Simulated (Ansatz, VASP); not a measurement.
## One calculation of TiSi2, two programs

```
CELL_PARAMETERS angstrom
0.00000 4.06800 4.19466
2.36014 0.00000 4.19466
2.36014 4.06800 0.00000
ATOMIC_POSITIONS crystal
Ti 0.75000 0.75000 0.75000
Ti 0.50000 0.50000 0.50000
Si 0.08690 0.41310 0.08690
Si 0.41310 0.08690 0.41310
Si 0.16310 0.83690 0.16310
Si 0.83690 0.16310 0.83690
```

Alike in both runs: functional r2SCAN; k mesh 8 × 8 × 8; occupations fermi-dirac, width 0.1 eV; no spin polarisation.

Ansatz relaxed the structure, and its values are those at the end. VASP's run is a single point on that final structure, the one shown.

|  | VASP | Ansatz |
| --- | --- | --- |
| version | VASP 6.6.1 | Ansatz 0.2.0 |
| potentials or method | VASP PAW PBE potentials, release 64 (Ti_sv, Si), cutoff 550 eV | PAW plane waves |
| valence electrons in the cell | 40 | 40 |

```csv
,VASP,Ansatz,Ansatz less VASP
pressure (GPa),7.0,6.8,-0.24
rms of the force components (eV/Å),0.006,0.003,-0.0031
```

VASP's potentials were made for PBE, not for r2SCAN. Ansatz's warnings: stress scf threshold loose.
